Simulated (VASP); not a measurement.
Write the native input for VASP 6.6.1 that does the following.

- Task: single point
- Functional: PBE
- Dispersion: D4
- Potentials or basis: VASP PAW PBE potentials, release 64 (Li_sv)
- Cutoff: 750 eV
- k mesh: 11 × 11 × 11, shifted
- Occupations: fermi-dirac, width 0.1 eV
- Spin: no spin polarisation
- Dipole correction: no
- Further INCAR settings: ALGO = Normal; EDIFF = 1e-06; NBANDS = 8

The structure of Li lies in POSCAR:

```
Li
1.0
   -1.7118240969      1.7118240969      1.7118240969
    1.7118240969     -1.7118240969      1.7118240969
    1.7118240969      1.7118240969     -1.7118240969
Li
1
Direct
    0.0000000000      0.0000000000      0.0000000000
```

These files were run (other wordings do the same):

INCAR

```
SYSTEM = Li
ALGO = Normal ; EDIFF = 1E-6
ENCUT = 750 ; GGA = PE
GGA_COMPAT = .False. ; ISIF = 2
ISMEAR = -1 ; IVDW = 13
LASPH = .True. ; LCHARG = .True.
LELF = .True. ; LREAL = .False.
LVHAR = .True. ; LWAVE = .False.
NBANDS = 8 ; NELM = 120
PREC = Accurate ; SIGMA = 0.1
```

KPOINTS

```
Automatic mesh
0
Gamma
  11 11 11
  0.5 0.5 0.5
```

Potentials or basis: VASP PAW PBE potentials, release 64 (Li_sv).

Command:

```console
$ cat potpaw_PBE.64/Li_sv/POTCAR > POTCAR
$ mpirun -np 1 vasp_std > vasp.out
```

It gave:

| Quantity | Value |
| --- | --- |
| Pressure | -0.1 GPa |
| Band gap on the k mesh | zero (an odd number of electrons rules out a gap without spin polarisation) |
| Dispersion energy per atom | -0.020 eV |

Wall time 6 s on 1 thread of AMD EPYC 9R45 96-Core Processor (Zen 5), with other jobs on the host, peak memory 0.12 GiB.
